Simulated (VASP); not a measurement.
# Cu (P6/mmm) in VASP: notebook

Cu is run at these levels: LDA; tasks: single point.

All numbers are computed with VASP 6.6.1; they aren't measurements. Logs are shortened: lines on timing, memory, paths and dates and some standing lists are left out, and cuts for length are marked.

**1. The cell of the first run**

Symmetry: P6/mmm, No. 191, hexagonal system. The conventional cell has a = 4.051 Å, b = 4.051 Å, c = 2.432 Å, α = 90.00°, β = 90.00°, γ = 120.00°. Within 3.2 Å of Cu (site symmetry 6/mmm) lie 14 Cu at 2.43 to 2.64 Å. Within 3.1 Å of Cu (site symmetry -6m2) lie 11 Cu at 2.34 to 2.64 Å.

This isn't the form of Cu at room conditions, which is fcc.

**2. Single point, LDA (11.52 Å³/atom)**

Contents of INCAR:

```
SYSTEM = Cu
PREC     = Accurate       ! precision mode
ENCUT    = 820            ! plane-wave cutoff, eV
EDIFF    = 1E-6           ! SCF threshold, eV
ISMEAR   = -1             ! smearing method
SIGMA    = 0.1            ! smearing width, eV
LREAL    = .False.        ! projectors in reciprocal space
LASPH    = .True.         ! aspherical terms in the spheres
NELM     = 120            ! most SCF steps
ALGO     = Normal         ! electronic algorithm
ISIF     = 2              ! what is computed and relaxed
LWAVE    = .False.        ! write WAVECAR
LCHARG   = .False.        ! write CHGCAR
GGA      = CA             ! functional
NBANDS   = 36             ! bands
GGA_COMPAT= .False.
```

Contents of KPOINTS:

```
Automatic mesh
0
Gamma
  10 10 15
  0 0 0
```

Contents of POSCAR:

```
Cu
1.0
    4.0510428766      0.0000000000      0.0000000000
   -2.0255214383      3.5083060430      0.0000000000
    0.0000000000      0.0000000000      2.4319876420
Cu
3
Direct
    1.0000000000      1.0000000000      0.0000000000
    0.3333333333      0.6666666667      0.5000000000
    0.6666666667      0.3333333333      0.5000000000
```

Potentials or basis: VASP PAW LDA potentials, release 64 (Cu_sv_GW).

Launch:

```
$ cat potpaw_LDA.64/Cu_sv_GW/POTCAR > POTCAR
$ mpirun -np 1 vasp_std > vasp.out
```

OUTCAR:

```text
SYSTEM = Cu
   PREC = Accurate
   ENCUT = 820
   EDIFF = 1E-6
   ISMEAR = -1
   LREAL = .False.
   LASPH = .True.
   NELM = 120
   ISIF = 2
   GGA = CA

 ion  position               nearest neighbor table
   1  0.000  0.000  0.000-   2 2.64   3 2.64   2 2.64   3 2.64   3 2.64   3 2.64   2 2.64   2 2.64
                             3 2.64   3 2.64   2 2.64   2 2.64
   2  0.333  0.667  0.500-   3 2.34   3 2.34   3 2.34   1 2.64   1 2.64   1 2.64   1 2.64   1 2.64
                             1 2.64
   3  0.667  0.333  0.500-   2 2.34   2 2.34   2 2.34   1 2.64   1 2.64   1 2.64   1 2.64   1 2.64
                             1 2.64

  LATTYP: Found a hexagonal cell.
 ALAT       =     4.0510428766
 C/A-ratio  =     0.6003361890

  Lattice vectors:

 A1 = (   4.0510428766,   0.0000000000,   0.0000000000)
 A2 = (  -2.0255214383,   3.5083060430,   0.0000000000)
 A3 = (   0.0000000000,   0.0000000000,   2.4319876420)

Analysis of symmetry for initial positions (statically):
=====================================================================
 Subroutine PRICEL returns:
 Original cell was already a primitive cell.

 Routine SETGRP: Setting up the symmetry group for a
 hexagonal supercell.

 Subroutine GETGRP returns: Found 24 space group operations
 (whereof 24 operations were pure point group operations)
 out of a pool of 24 trial point group operations.

The static configuration has the point symmetry D_6h.

Analysis of symmetry for dynamics (positions and initial velocities):
=====================================================================
 Subroutine PRICEL returns:
 Original cell was already a primitive cell.

 Routine SETGRP: Setting up the symmetry group for a
 hexagonal supercell.

 Subroutine GETGRP returns: Found 24 space group operations
 (whereof 24 operations were pure point group operations)
 out of a pool of 24 trial point group operations.

The dynamic configuration has the point symmetry D_6h.

 Subroutine INISYM returns: Found 24 space group operations
 (whereof 24 operations are pure point group operations),
 and found     1 'primitive' translations

----------------------------------------------------------------------------------------

                                     Primitive cell

  volume of cell :      34.5641

  direct lattice vectors                    reciprocal lattice vectors
     4.051042877  0.000000000  0.000000000     0.246850016  0.142518923  0.000000000
    -2.025521438  3.508306043  0.000000000     0.000000000  0.285037847  0.000000000
     0.000000000  0.000000000  2.431987642     0.000000000  0.000000000  0.411186300

  length of vectors
     4.051042877  4.051042877  2.431987642     0.285037847  0.285037847  0.411186300

  position of ions in fractional coordinates (direct lattice)
     0.000000000  0.000000000  0.000000000
     0.333333333  0.666666667  0.500000000
     0.666666667  0.333333333  0.500000000

  ion indices of the primitive-cell ions
   primitive index   ion index
                 1           1
                 2           2
                 3           3

----------------------------------------------------------------------------------------

 KPOINTS: Automatic mesh

Automatic generation of k-mesh.
 Grid dimensions read from file:
 generate k-points for:   10   10   15

 Generating k-lattice:

  Cartesian coordinates                     Fractional coordinates (reciprocal lattice)
     0.024685002  0.014251892  0.000000000     0.100000000  0.000000000  0.000000000
     0.000000000  0.028503785  0.000000000     0.000000000  0.100000000  0.000000000
     0.000000000  0.000000000  0.027412420     0.000000000  0.000000000  0.066666667

  Length of vectors
     0.028503785  0.028503785  0.027412420

  Shift w.r.t. Gamma in fractional coordinates (k-lattice)
     0.000000000  0.000000000  0.000000000

 Subroutine IBZKPT returns following result:
 ===========================================

 Found    112 irreducible k-points:

 Following reciprocal coordinates:
            Coordinates               Weight
  0.000000  0.000000  0.000000      1.000000
  0.100000  0.000000  0.000000      6.000000
  0.200000  0.000000  0.000000      6.000000
  0.300000  0.000000  0.000000      6.000000
  0.400000 -0.000000  0.000000      6.000000
  0.500000 -0.000000  0.000000      3.000000
[... 16 lines left out ...]
  0.300000  0.100000  0.066667     24.000000
  0.400000  0.100000  0.066667     24.000000
 [... further k-points ...]
   k-points           NKPTS =    112   k-points in BZ     NKDIM =    112   number of bands    NBANDS=     36
   number of dos      NEDOS =    301   number of ions     NIONS =      3
   total plane-waves  NPLWV =  38400
   dimension x,y,z NGX =    40 NGY =   40 NGZ =   24
   dimension x,y,z NGXF=    80 NGYF=   80 NGZF=   48
   ions per type =               3
   NGX,Y,Z   is equivalent  to a cutoff of  16.42, 16.42, 16.41 a.u.
   NGXF,Y,Z  is equivalent  to a cutoff of  32.83, 32.83, 32.81 a.u.
 SYSTEM =  Cu
   PREC   = accura    normal or accurate (medium, high low for compatibility)
   ISTART =      0    job   : 0-new  1-cont  2-samecut
   ICHARG =      2    charge: 1-file 2-atom 10-const
   ISPIN  =      1    spin polarized calculation?
   LNONCOLLINEAR =      F non collinear calculations
   LSORBIT =      F    spin-orbit coupling
   LASPH  =      T    aspherical Exc in radial PAW
   ENCUT  =  820.0 eV  60.27 Ry    7.76 a.u.   9.46  9.46  5.68*2*pi/ulx,y,z
   NELM   =    120;   NELMIN=  2; NELMDL= -5     # of ELM steps
   EDIFF  = 0.1E-05   stopping-criterion for ELM
   LREAL  =      F    real-space projection
   EDIFFG = 0.1E-04   stopping-criterion for IOM
   NSW    =      0    number of steps for IOM
   IBRION =     -1    ionic relax: 0-MD 1-quasi-New 2-CG
   NFREE  =      0    steps in history (QN), initial steepest desc. (CG)
   ISIF   =      2    stress and relaxation
   ISYM   =      2    0-nonsym 1-usesym 2-fastsym
   POTIM  = 0.5000    time-step for ionic-motion
   TEBEG  =    0.0;   TEEND  =   0.0 temperature during run
   PSTRESS=    0.0 pullay stress
   NELECT =      57.0000    total number of electrons
   NUPDOWN=      -1.0000    fix difference up-down
   EMIN   =  10.00;   EMAX   =-10.00  energy-range for DOS
   EFERMI =   0.00;   METHOD = LEGACY
   ISMEAR =    -1;   SIGMA  =   0.10  broadening in eV -4-tet -1-fermi 0-gaus
   EFERMI_NEDOS =   21; number of points for ismear=-14 and -15
   IALGO  =     38    algorithm
   IMIX   =      4    mixing-type and parameters
     AMIX     =   0.40;   BMIX     =  1.00
     AMIX_MAG =   1.60;   BMIX_MAG =  1.00
  volume/ion in A,a.u.               =      11.52        77.75
  Fermi-wavevector in a.u.,A,eV,Ry     =   1.934155  3.655023 50.898779  3.740955
  Thomas-Fermi vector in A             =   2.965511
   LORBIT       =      0    0 simple, 1 ext, 2 COOP (PROOUT), +10 PAW based schemes
   GGA     = CA    functional components
   LHFCALC =     F    Hartree Fock is set to
   AEXX    =    0.0000 exact exchange contribution
   IVDW    =     0    specifies the selected vdW correction
   LEPSILON=     F    determine dielectric tensor
   LRPA    =     F    only Hartree local field effects (RPA)
 non-spin polarized calculation
  energy-cutoff  :      820.00
  volume of cell :       34.56
 maximum number of plane-waves:      1878
 NGX is ok and might be reduce to    40
   NGX = 19   NGY = 19   NGZ = 11

 number of electron      57.0000005 magnetization

 Free energy of the ion-electron system (eV)
  ---------------------------------------------------
  ext. energy  EPLUGINS =         0.00000000
  ---------------------------------------------------
  free energy    TOTEN  =       -14.30763213 eV

  energy without entropy =      -14.27818249  energy(sigma->0) =      -14.29290731

 E-fermi :   7.4991     XC(G=0): -13.9741

 val. band max:        7.4816730686   @ k =   0.3000   0.0000   0.1333
 cond. band min:       7.5097646381   @ k =   0.4000  -0.0000   0.4667
 fundamental gap:      0.0280915695
 Fermi energy:         7.4991236364

 k-point     1 :       0.0000    0.0000    0.0000
  band No.  band energies     occupation
      1    -104.0844      2.00000
      2    -104.0581      2.00000
      3    -104.0001      2.00000
      4     -62.0986      2.00000
      5     -62.0986      2.00000
      6     -62.0074      2.00000
[... 28 lines left out ...]
     35      22.7480      0.00000
     36      28.4455      0.00000

 k-point     2 :       0.1000    0.0000    0.0000
  band No.  band energies     occupation
      1    -104.0838      2.00000
      2    -104.0587      2.00000
      3    -104.0001      2.00000
      4     -62.1002      2.00000
      5     -62.0974      2.00000
      6     -62.0061      2.00000
[... 28 lines left out ...]
     35      22.9310      0.00000
     36      28.4830      0.00000

 k-point     3 :       0.2000    0.0000    0.0000
  band No.  band energies     occupation
      1    -104.0820      2.00000
      2    -104.0604      2.00000
      3    -104.0002      2.00000
      4     -62.1042      2.00000
      5     -62.0936      2.00000
      6     -62.0045      2.00000
[... 28 lines left out ...]
     35      23.4692      0.00000
     36      28.5933      0.00000

 k-point     4 :       0.3000    0.0000    0.0000
  band No.  band energies     occupation
      1    -104.0795      2.00000
      2    -104.0628      2.00000
      3    -104.0004      2.00000
      4     -62.1087      2.00000
      5     -62.0861      2.00000
      6     -62.0079      2.00000
[... 28 lines left out ...]
     35      24.3345      0.00000
     36      26.1919      0.00000

 k-point     5 :       0.4000   -0.0000    0.0000
  band No.  band energies     occupation
      1    -104.0768      2.00000
      2    -104.0654      2.00000
      3    -104.0005      2.00000
      4     -62.1122      2.00000
      5     -62.0763      2.00000
      6     -62.0172      2.00000
[... 655 lines left out ...]
 k-point    22 :       0.2000    0.1000    0.0667
  band No.  band energies     occupation
      1    -104.0799      2.00000
      2    -104.0615      2.00000
      3    -103.9999      2.00000
      4     -62.1061      2.00000
      5     -62.0890      2.00000
      6     -62.0062      2.00000
[... 28 lines left out ...]
     35      22.4894      0.00000
     36      26.4071      0.00000

 k-point    23 :       0.3000    0.1000    0.0667
  band No.  band energies     occupation
      1    -104.0772      2.00000
      2    -104.0640      2.00000
      3    -104.0000      2.00000
      4     -62.1095      2.00000
      5     -62.0800      2.00000
      6     -62.0143      2.00000
[... 28 lines left out ...]
     35      23.3168      0.00000
     36      23.8247      0.00000

 k-point    24 :       0.4000    0.1000    0.0667
  band No.  band energies     occupation
      1    -104.0749      2.00000
      2    -104.0664      2.00000
      3    -104.0001      2.00000
      4     -62.1116      2.00000
      5     -62.0709      2.00000
      6     -62.0243      2.00000
[... 28 lines left out ...]
     35      24.3931      0.00000
     36      24.6675      0.00000

 [... further k-points ...]

------------------------ aborting loop because EDIFF is reached ----------------------------------------

  FORCE on cell =-STRESS in cart. coord.  units (eV):
  Direction    XX          YY          ZZ          XY          YZ          ZX
  --------------------------------------------------------------------------------------
  -------------------------------------------------------------------------------------
  Total       -1.5117311     -1.5117311     -1.4844656      0.0000000      0.0000000      0.0000000
  in kB      -70.0744113    -70.0744113    -68.8105519      0.0000000      0.0000000      0.0000000
  external PRESSURE =     -69.6531248 kB  Pullay stress =       0.0000000 kB

 VOLUME and BASIS-vectors are now :
 -----------------------------------------------------------------------------
  energy-cutoff  :      820.00
  volume of cell :       34.56
      direct lattice vectors                 reciprocal lattice vectors
     4.051042877  0.000000000  0.000000000     0.246850016  0.142518923  0.000000000
    -2.025521438  3.508306043  0.000000000     0.000000000  0.285037847  0.000000000
     0.000000000  0.000000000  2.431987642     0.000000000  0.000000000  0.411186300

 POSITION                                       TOTAL-FORCE (eV/Angst)
 -----------------------------------------------------------------------------------
      0.00000      0.00000      0.00000         0.000000      0.000000     -0.000000
     -0.00000      2.33887      1.21599         0.000000     -0.000000     -0.000000
      2.02552      1.16944      1.21599        -0.000000      0.000000      0.000000
 -----------------------------------------------------------------------------------
    total drift:                               -0.000000      0.000000      0.000000

  FREE ENERGIE OF THE ION-ELECTRON SYSTEM (eV)
  ---------------------------------------------------
  free  energy   TOTEN  =       -14.3076321299 eV

  energy  without entropy=      -14.2781824893  energy(sigma->0) =      -14.29290731
```

Wall time 5.9 min (1 thread of AMD EPYC 7R43 (Zen 3), shared host); peak memory 0.31 GiB.

Results:

| Property | Result |
| --- | --- |
| Free energy | -14.3076 eV |
| Pressure | -7.0 GPa |
| Band gap on the k mesh | zero (an odd number of electrons rules out a gap without spin polarisation) |

Levels at points of the mesh, in eV from the Fermi level:
| k point | band 25 | band 26 | band 27 | band 28 | band 29 | band 30 | band 31 | band 32 |
| --- | --- | --- | --- | --- | --- | --- | --- | --- |
| (0.00, 0.00, 0.00) | -2.41 | -2.41 | -1.57 | -1.57 | 4.65 | 4.65 | 4.66 | 4.66 |
| (0.50, 0.00, 0.00) | -1.81 | -1.79 | -1.78 | -1.67 | -1.54 | -0.78 | 4.31 | 13.90 |

Caveat: the cell stands under tension.

**3. Single point, LDA (11.08 Å³/atom)**

This run uses another cell than the first one, of 11.08 Å³/atom.

Contents of INCAR:

```
SYSTEM = Cu
PREC = Accurate
ENCUT = 820
EDIFF = 1E-6
ISMEAR = -1
SIGMA = 0.1
LREAL = .False.
LASPH = .True.
NELM = 120
ALGO = Normal
ISIF = 2
LWAVE = .False.
LCHARG = .False.
GGA = CA
NBANDS = 36
GGA_COMPAT = .False.
```

KPOINTS is that of step 2.

Contents of POSCAR:

```
Cu
1.0
    3.9984259746      0.0000000000      0.0000000000
   -1.9992129873      3.4627384691      0.0000000000
    0.0000000000      0.0000000000      2.4003998116
Cu
3
Direct
    1.0000000000      1.0000000000      0.0000000000
    0.3333333333      0.6666666667      0.5000000000
    0.6666666667      0.3333333333      0.5000000000
```

Potentials or basis: VASP PAW LDA potentials, release 64 (Cu_sv_GW).

Launch:

```
$ cat potpaw_LDA.64/Cu_sv_GW/POTCAR > POTCAR
$ mpirun -np 1 vasp_std > vasp.out
```

Wall time 4.4 min (1 thread of Intel Xeon Platinum 8275CL at 3.00GHz (Skylake/Cascade Lake), shared host); peak memory 0.34 GiB.

The run converged. Its results:

- Free energy: -14.3295 eV
- Pressure: -0.5 GPa
- Band gap on the k mesh: zero (an odd number of electrons rules out a gap without spin polarisation)

Levels at points of the mesh, in eV from the Fermi level:
```
           k point  band 24  band 25  band 26  band 27  band 28  band 29  band 30  band 31  band 32  band 33
(0.00, 0.00, 0.00)    -2.54    -2.50    -2.50    -1.60    -1.60     4.76     4.76     4.77     4.77     6.57
(0.50, 0.00, 0.00)    -2.04    -1.86    -1.84    -1.83    -1.72    -1.57    -0.89     4.53    14.21    14.23
```

(Part 1 of 2 ends here.)

The gap in the log of VASP goes by the Fermi energy; the results here count the filled bands.